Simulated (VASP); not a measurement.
# Cd in VASP: further runs

The runs below take Cd through single point, with PBE.

Program: VASP 6.6.1. These are calculated values, not measurements. Logs are shortened: lines on timing, memory, paths and dates and some standing lists are left out, and cuts for length are marked.

### 1 The cell of the first run

It takes space group R-3m (No. 166, trigonal). The conventional cell has a = 3.268 Å, b = 3.268 Å, c = 7.420 Å, α = 90.00°, β = 90.00°, γ = 120.00°. Within 4.1 Å of Cd (site symmetry -3m) lie 12 Cd at 3.11 to 3.27 Å.

### 2 Single point, PBE

File INCAR:

```
SYSTEM = Cd
  PREC = Accurate
  ENCUT = 520
  EDIFF = 1E-7
  ISMEAR = 0
  SIGMA = 0.1
  LREAL = .FALSE.
  LASPH = .TRUE.
  NELM = 60
  ALGO = Normal
  ISIF = 2
  LWAVE = .FALSE.
  LCHARG = .FALSE.
  GGA = PE
  NBANDS = 12
```

File KPOINTS:

```
Automatic mesh
0
G
  6 6 6
  0 0 0
```

File POSCAR:

```
Cd
1.0
    1.6341323583      0.9434667570      2.4731947798
   -1.6341323583      0.9434667570      2.4731947798
    0.0000000000     -1.8869335139      2.4731947798
Cd
1
Direct
    0.0000000000      0.0000000000      0.0000000000
```

Potentials or basis: VASP PAW PBE potentials, release 64 (Cd).

Started as:

```console
cat potpaw_PBE.64/Cd/POTCAR > POTCAR
mpirun -np 1 vasp_std > vasp.out
```

OUTCAR:

```text
SYSTEM = Cd
   PREC = Accurate
   ENCUT = 520
   EDIFF = 1E-7
   ISMEAR = 0
   LREAL = .FALSE.
   LASPH = .TRUE.
   NELM = 60
   ISIF = 2
   GGA = PE

 ion  position               nearest neighbor table
   1  0.000  0.000  0.000-

  LATTYP: Found a trigonal (rhomboedric) cell.
 ALAT       =     3.1108215161
 COS(alpha) =     0.4481077862

  Lattice vectors:

 A1 = (   1.6341323583,   0.9434667570,   2.4731947798)
 A2 = (  -1.6341323583,   0.9434667570,   2.4731947798)
 A3 = (   0.0000000000,  -1.8869335139,   2.4731947798)

Analysis of symmetry for initial positions (statically):
=====================================================================
 Subroutine PRICEL returns:
 Original cell was already a primitive cell.

 Routine SETGRP: Setting up the symmetry group for a
 trigonal (rhombohedral) supercell.

 Subroutine GETGRP returns: Found 12 space group operations
 (whereof 12 operations were pure point group operations)
 out of a pool of 12 trial point group operations.

The static configuration has the point symmetry D_3d.

Analysis of symmetry for dynamics (positions and initial velocities):
=====================================================================
 Subroutine PRICEL returns:
 Original cell was already a primitive cell.

 Routine SETGRP: Setting up the symmetry group for a
 trigonal (rhombohedral) supercell.

 Subroutine GETGRP returns: Found 12 space group operations
 (whereof 12 operations were pure point group operations)
 out of a pool of 12 trial point group operations.

The dynamic configuration has the point symmetry D_3d.

 Subroutine INISYM returns: Found 12 space group operations
 (whereof 12 operations are pure point group operations),
 and found     1 'primitive' translations

----------------------------------------------------------------------------------------

                                     Primitive cell

  volume of cell :      22.8783

  direct lattice vectors                    reciprocal lattice vectors
     1.634132358  0.943466757  2.473194780     0.305972767  0.176653460  0.134778440
    -1.634132358  0.943466757  2.473194780    -0.305972767  0.176653460  0.134778440
     0.000000000 -1.886933514  2.473194780     0.000000000 -0.353306919  0.134778440

  length of vectors
     3.110821516  3.110821516  3.110821516     0.378141517  0.378141517  0.378141517

  position of ions in fractional coordinates (direct lattice)
     0.000000000  0.000000000  0.000000000

  ion indices of the primitive-cell ions
   primitive index   ion index
                 1           1

----------------------------------------------------------------------------------------

 KPOINTS: Automatic mesh

Automatic generation of k-mesh.
 Grid dimensions read from file:
 generate k-points for:    6    6    6

 Generating k-lattice:

  Cartesian coordinates                     Fractional coordinates (reciprocal lattice)
     0.050995461  0.029442243  0.022463073     0.166666667  0.000000000 -0.000000000
    -0.050995461  0.029442243  0.022463073     0.000000000  0.166666667 -0.000000000
     0.000000000 -0.058884487  0.022463073     0.000000000  0.000000000  0.166666667

  Length of vectors
     0.063023586  0.063023586  0.063023586

  Shift w.r.t. Gamma in fractional coordinates (k-lattice)
     0.000000000  0.000000000  0.000000000

 Subroutine IBZKPT returns following result:
 ===========================================

 Found     32 irreducible k-points:

 Following reciprocal coordinates:
            Coordinates               Weight
  0.000000  0.000000  0.000000      1.000000
  0.166667 -0.000000 -0.000000      6.000000
  0.333333 -0.000000 -0.000000      6.000000
  0.500000 -0.000000 -0.000000      3.000000
  0.166667  0.166667 -0.000000      6.000000
  0.333333  0.166667 -0.000000     12.000000
[... 16 lines left out ...]
  0.500000  0.500000  0.166667      6.000000
 -0.333333  0.500000  0.166667     12.000000
 [... further k-points ...]
   k-points           NKPTS =     32   k-points in BZ     NKDIM =     32   number of bands    NBANDS=     12
   number of dos      NEDOS =    301   number of ions     NIONS =      1
   total plane-waves  NPLWV =  13824
   dimension x,y,z NGX =    24 NGY =   24 NGZ =   24
   dimension x,y,z NGXF=    48 NGYF=   48 NGZF=   48
   ions per type =               1
   NGX,Y,Z   is equivalent  to a cutoff of  12.83, 12.83, 12.83 a.u.
   NGXF,Y,Z  is equivalent  to a cutoff of  25.65, 25.65, 25.65 a.u.
 SYSTEM =  Cd
   PREC   = accura    normal or accurate (medium, high low for compatibility)
   ISTART =      0    job   : 0-new  1-cont  2-samecut
   ICHARG =      2    charge: 1-file 2-atom 10-const
   ISPIN  =      1    spin polarized calculation?
   LNONCOLLINEAR =      F non collinear calculations
   LSORBIT =      F    spin-orbit coupling
   LASPH  =      T    aspherical Exc in radial PAW
   ENCUT  =  520.0 eV  38.22 Ry    6.18 a.u.   5.78  5.78  5.78*2*pi/ulx,y,z
   NELM   =     60;   NELMIN=  2; NELMDL= -5     # of ELM steps
   EDIFF  = 0.1E-06   stopping-criterion for ELM
   LREAL  =      F    real-space projection
   EDIFFG = 0.1E-05   stopping-criterion for IOM
   NSW    =      0    number of steps for IOM
   IBRION =     -1    ionic relax: 0-MD 1-quasi-New 2-CG
   NFREE  =      0    steps in history (QN), initial steepest desc. (CG)
   ISIF   =      2    stress and relaxation
   ISYM   =      2    0-nonsym 1-usesym 2-fastsym
   POTIM  = 0.5000    time-step for ionic-motion
   TEBEG  =    0.0;   TEEND  =   0.0 temperature during run
   PSTRESS=    0.0 pullay stress
   NELECT =      12.0000    total number of electrons
   NUPDOWN=      -1.0000    fix difference up-down
   EMIN   =  10.00;   EMAX   =-10.00  energy-range for DOS
   EFERMI =   0.00;   METHOD = LEGACY
   ISMEAR =     0;   SIGMA  =   0.10  broadening in eV -4-tet -1-fermi 0-gaus
   EFERMI_NEDOS =   21; number of points for ismear=-14 and -15
   IALGO  =     38    algorithm
   IMIX   =      4    mixing-type and parameters
     AMIX     =   0.40;   BMIX     =  1.00
     AMIX_MAG =   1.60;   BMIX_MAG =  1.00
  volume/ion in A,a.u.               =      22.88       154.39
  Fermi-wavevector in a.u.,A,eV,Ry     =   1.320264  2.494937 23.716275  1.743097
  Thomas-Fermi vector in A             =   2.450103
   LORBIT       =      0    0 simple, 1 ext, 2 COOP (PROOUT), +10 PAW based schemes
   GGA     = PE    functional components
   LHFCALC =     F    Hartree Fock is set to
   AEXX    =    0.0000 exact exchange contribution
   IVDW    =     0    specifies the selected vdW correction
   LEPSILON=     F    determine dielectric tensor
   LRPA    =     F    only Hartree local field effects (RPA)
 non-spin polarized calculation
 Gauss-broadening in eV      SIGMA  =   0.10
  energy-cutoff  :      520.00
  volume of cell :       22.88
 maximum number of plane-waves:       630
   NGX = 11   NGY = 11   NGZ = 11

 number of electron      12.0000000 magnetization

 Free energy of the ion-electron system (eV)
  ---------------------------------------------------
  ext. energy  EPLUGINS =         0.00000000
  ---------------------------------------------------
  free energy    TOTEN  =        -0.69337009 eV

  energy without entropy =       -0.68985998  energy(sigma->0) =       -0.69161503

 E-fermi :   2.5353     XC(G=0): -10.7304

 val. band max:        2.4816051496   @ k =  -0.1667   0.5000   0.1667
 cond. band min:       2.9231198214   @ k =  -0.3333   0.3333   0.1667
 fundamental gap:      0.4415146718
 Fermi energy:         2.5352668134

 k-point     1 :       0.0000    0.0000    0.0000
  band No.  band energies     occupation
      1      -6.5971      2.00000
      2      -6.5971      2.00000
      3      -6.3805      2.00000
      4      -6.0717      2.00000
      5      -6.0717      2.00000
      6      -5.9210      2.00000
      7      15.7697      0.00000
      8      16.1959      0.00000
      9      16.1959      0.00000
     10      19.2737      0.00000
     11      19.6357      0.00000
     12      19.6357      0.00000

 k-point     2 :       0.1667   -0.0000   -0.0000
  band No.  band energies     occupation
      1      -6.6489      2.00000
      2      -6.5563      2.00000
      3      -6.3124      2.00000
      4      -6.0684      2.00000
      5      -6.0677      2.00000
      6      -5.2133      2.00000
      7      11.0822      0.00000
      8      15.6333      0.00000
      9      15.7439      0.00000
     10      18.2612      0.00000
     11      20.3801      0.00000
     12      20.8895      0.00000

 k-point     3 :       0.3333   -0.0000   -0.0000
  band No.  band energies     occupation
      1      -6.8462      2.00000
      2      -6.5816      2.00000
      3      -6.3166      2.00000
      4      -5.9399      2.00000
      5      -5.8616      2.00000
      6      -3.0305      2.00000
      7       5.3416      0.00000
      8      14.9179      0.00000
      9      15.1658      0.00000
     10      16.9506      0.00000
     11      19.1843      0.00000
     12      19.5735      0.00000

 k-point     4 :       0.5000   -0.0000   -0.0000
  band No.  band energies     occupation
      1      -6.9483      2.00000
      2      -6.6280      2.00000
      3      -6.3560      2.00000
      4      -5.8356      2.00000
      5      -5.7117      2.00000
      6       0.2575      2.00000
      7       0.8377      2.00000
      8      14.6207      0.00000
      9      14.7956      0.00000
     10      16.3580      0.00000
     11      18.3638      0.00000
     12      18.9221      0.00000

 k-point     5 :       0.1667    0.1667   -0.0000
  band No.  band energies     occupation
      1      -6.6838      2.00000
      2      -6.3861      2.00000
      3      -6.3074      2.00000
      4      -6.2444      2.00000
      5      -6.0037      2.00000
      6      -4.9501      2.00000
      7      12.9122      0.00000
      8      13.8813      0.00000
      9      14.2146      0.00000
     10      16.3820      0.00000
     11      16.9478      0.00000
     12      22.7268      0.00000
[... 228 lines left out ...]
      1      -6.6638      2.00000
      2      -6.5559      2.00000
      3      -6.3466      2.00000
      4      -6.0829      2.00000
      5      -5.7988      2.00000
      6       2.0701      2.00000
      7       2.9231      0.00000
      8       7.5512      0.00000
      9       9.0652      0.00000
     10      17.1049      0.00000
     11      19.7474      0.00000
     12      22.4357      0.00000

 k-point    22 :      -0.1667    0.3333    0.1667
  band No.  band energies     occupation
      1      -6.7169      2.00000
      2      -6.5915      2.00000
      3      -6.3435      2.00000
      4      -5.9359      2.00000
      5      -5.8975      2.00000
      6      -1.1707      2.00000
      7       6.8957      0.00000
      8       7.4987      0.00000
      9      10.6330      0.00000
     10      16.9262      0.00000
     11      19.1106      0.00000
     12      22.0372      0.00000

 k-point    23 :       0.5000    0.5000    0.1667
  band No.  band energies     occupation
      1      -6.9356      2.00000
      2      -6.8140      2.00000
      3      -5.9930      2.00000
      4      -5.9302      2.00000
      5      -5.6491      2.00000
      6       0.8927      2.00000
      7       5.8088      0.00000
      8       7.2880      0.00000
      9       9.2505      0.00000
     10      12.7500      0.00000
     11      17.9960      0.00000
     12      24.7766      0.00000

 k-point    24 :      -0.3333    0.5000    0.1667
  band No.  band energies     occupation
      1      -6.8218      2.00000
      2      -6.7862      2.00000
      3      -6.1227      2.00000
      4      -5.9542      2.00000
      5      -5.6624      2.00000
      6       3.0629      0.00000
      7       4.2055      0.00000
      8       6.0553      0.00000
      9       7.1942      0.00000
     10      16.3108      0.00000
     11      18.3827      0.00000
     12      22.9226      0.00000

 [... further k-points ...]
[... 5 lines left out ...]
  --------------------------------------------------------------------------------------
  -------------------------------------------------------------------------------------
  Total        0.5604455      0.5604455     -0.5643263      0.0000000     -0.0000000     -0.0000000
  in kB       39.2482769     39.2482769    -39.5200506      0.0000000     -0.0000000     -0.0000000
  external PRESSURE =      12.9921678 kB  Pullay stress =       0.0000000 kB

 VOLUME and BASIS-vectors are now :
 -----------------------------------------------------------------------------
  energy-cutoff  :      520.00
  volume of cell :       22.88
      direct lattice vectors                 reciprocal lattice vectors
     1.634132358  0.943466757  2.473194780     0.305972767  0.176653460  0.134778440
    -1.634132358  0.943466757  2.473194780    -0.305972767  0.176653460  0.134778440
     0.000000000 -1.886933514  2.473194780     0.000000000 -0.353306919  0.134778440

 POSITION                                       TOTAL-FORCE (eV/Angst)
 -----------------------------------------------------------------------------------
      0.00000      0.00000      0.00000         0.000000      0.000000     -0.000000
 -----------------------------------------------------------------------------------
    total drift:                               -0.000000     -0.000000     -0.000000

  FREE ENERGIE OF THE ION-ELECTRON SYSTEM (eV)
  ---------------------------------------------------
  free  energy   TOTEN  =        -0.6933700927 eV

  energy  without entropy=       -0.6898599766  energy(sigma->0) =       -0.69161503
```

Run time: 13 s. Hardware: 1 thread of Oxide Virtual Turin-like, shared host; peak memory 0.1 GiB.

What came out:

| Property | Result |
| --- | --- |
| Free energy | -0.6934 eV |
| Pressure | 1.3 GPa |
| Band gap on the k mesh | zero (band 6 reaches 3.06 eV, above the bottom of band 7 at 0.84 eV) |

Caveat: the k points lie up to 0.40 Å⁻¹ apart.

### 3 Single point, PBE

This run uses another cell than the first one, of 23.01 Å³/atom, 1.006 times its volume.

File INCAR:

```
SYSTEM = Cd
PREC = Accurate
ENCUT = 520
EDIFF = 1E-6
ISMEAR = 0
SIGMA = 0.1
LREAL = .FALSE.
LASPH = .TRUE.
NELM = 60
ALGO = Fast
ISIF = 2
LWAVE = .FALSE.
LCHARG = .FALSE.
GGA = PE
NBANDS = 12
```

File KPOINTS:

```
regular mesh
0
G
  24 24 24
  0 0 0
```

File POSCAR:

```
Cd
1.0
    1.6578895049      0.9571829520      2.4166732498
   -1.6578895049      0.9571829520      2.4166732498
    0.0000000000     -1.9143659039      2.4166732498
Cd
1
Direct
    0.0000000000      0.0000000000      0.0000000000
```

Potentials or basis: VASP PAW PBE potentials, release 64 (Cd).

Started as:

```console
cat potpaw_PBE.64/Cd/POTCAR > POTCAR
mpirun -np 1 vasp_std > vasp.out
```

Wall time 4.8 min (1 thread of Oxide Virtual Turin-like, shared host); peak memory 0.39 GiB.

Results (log left out):

```
Free energy            : -0.7429 eV
Pressure               : 0.3 GPa
Band gap on the k mesh : zero (band 6 reaches 4.10 eV, above the bottom of band 7 at 0.66 eV)
```

Stress tensor (GPa, compression positive):
```
0.27 0.00 0.00
0.00 0.27 0.00
0.00 0.00 0.35
```

Levels at points of the mesh, in eV from the Fermi level:
| k point | band 4 | band 5 | band 6 | band 7 | band 8 | band 9 |
| --- | --- | --- | --- | --- | --- | --- |
| (0.00, 0.00, 0.00) | -8.55 | -8.55 | -8.35 | 12.98 | 13.30 | 13.30 |
| (0.50, 0.00, 0.00) | -8.38 | -8.20 | -2.26 | -1.78 | 12.11 | 12.23 |
| (0.50, 0.50, 0.00) | -8.19 | -8.09 | -0.62 | 1.28 | 5.51 | 7.96 |
| (0.50, 0.50, 0.50) | -8.16 | -8.16 | -1.45 | 0.04 | 10.52 | 10.52 |

### 4 Single point, PBE

This run uses another cell than the first one: it holds 8 atoms, not 1.

File INCAR:

```
SYSTEM = Cd
  ALGO = Fast
  EDIFF = 1E-6
  ENCUT = 520
  GGA = PE
  ISIF = 2
  ISMEAR = 0
  LASPH = .True.
  LCHARG = .False.
  LREAL = .False.
  LWAVE = .False.
  NBANDS = 58
  NELM = 100
  PREC = Accurate
  SIGMA = 0.2
```

File KPOINTS:

```
k-points
0
Gamma
  4 4 4
  0 0 0
```

File POSCAR:

```
Cd
1.0
    3.2795981377      5.3103500352      0.2804613546
   -3.2600149765      5.2974631647      0.2819855197
    0.0052821137      2.9642383307      5.4375302967
Cd
8
Direct
    0.3118958800      0.6878395072      0.0003515064
    0.8119568534      0.6881248661     -0.0000596525
    0.3121454596      0.1878656318     -0.0000500553
    0.8121097166      0.1881586365     -0.0003045197
    0.3128486149      0.6866641449      0.5004259268
    0.8127170459      0.6872811731      0.5000005754
    0.3131075317      0.1867905016      0.5000267018
    0.8132188979      0.1872755388      0.4996095170
```

Started as:

```console
cat potpaw_PBE.64/Cd/POTCAR > POTCAR
mpirun -np 1 vasp_std > vasp.out
```

It took 5.1 min on 1 thread of Oxide Virtual Turin-like, shared host; peak memory 0.43 GiB.

It converged, with:

```yaml
Free_energy: -6.0026 eV
Pressure: 0.2 GPa
Largest_force: 0.003 eV/Å
Band_gap_on_the_k_mesh: zero (band 48 reaches 4.02 eV, above the bottom of band 49 at 1.77 eV)
```

Forces in eV/Å, atoms in the order of the input:
```
Cd   0.001  0.000  0.000
Cd   0.001  0.000  0.000
Cd   0.002  0.000  0.001
Cd   0.002  0.000  0.001
Cd  -0.002  0.001 -0.002
Cd  -0.001  0.001  0.000
Cd  -0.001  0.000  0.000
Cd  -0.001 -0.002  0.001
```

Stress tensor (GPa, compression positive):
```
 0.13 -0.07  0.06
-0.07  0.25  0.04
 0.06  0.04  0.24
```

Levels at points of the mesh, in eV from the Fermi level:
```csv
k point,band 46,band 47,band 48,band 49,band 50,band 51
"(0.00, 0.00, 0.00)",-1.64,-1.59,-1.53,-0.64,-0.57,-0.54
"(0.50, 0.00, 0.00)",-2.25,-1.83,-1.83,1.43,1.44,1.44
"(0.00, 0.50, 0.00)",-2.25,-1.85,-1.85,1.41,1.41,1.46
"(0.50, 0.50, 0.00)",-3.54,1.61,1.61,1.93,1.93,2.75
"(0.00, 0.00, 0.50)",-2.28,-1.91,-1.91,1.39,1.41,1.44
"(0.50, 0.00, 0.50)",-3.59,1.55,1.55,1.93,1.93,2.74
"(0.00, 0.50, 0.50)",-3.63,1.51,1.51,1.95,1.95,2.75
"(0.50, 0.50, 0.50)",-2.54,-2.53,-2.53,2.09,2.09,2.17
```

### 5 Summary

```tsv
cell	k mesh	smearing	gap on the mesh (eV)	pressure (GPa)
a = 3.111 Å, angles 63.4°, 1 atom	6 × 6 × 6	gaussian 0.1 eV	none	1.3
a = 3.083 Å, angles 65.1°, 1 atom	24 × 24 × 24	gaussian 0.1 eV	none	0.3
a = 6.248, b = 6.227, c = 6.193 Å, angles 63.5, 63.5, 63.2°, 8 atoms	4 × 4 × 4	gaussian 0.2 eV	none	0.2
```

Alike in all rows: task single point; level PBE; potentials or basis VASP PAW PBE potentials, release 64 (Cd); no spin polarisation; cutoff (eV) 520.

Caveats: some runs use coarse meshes.

Total energies depend on the potentials used, so only differences within one code and one set of settings carry meaning.
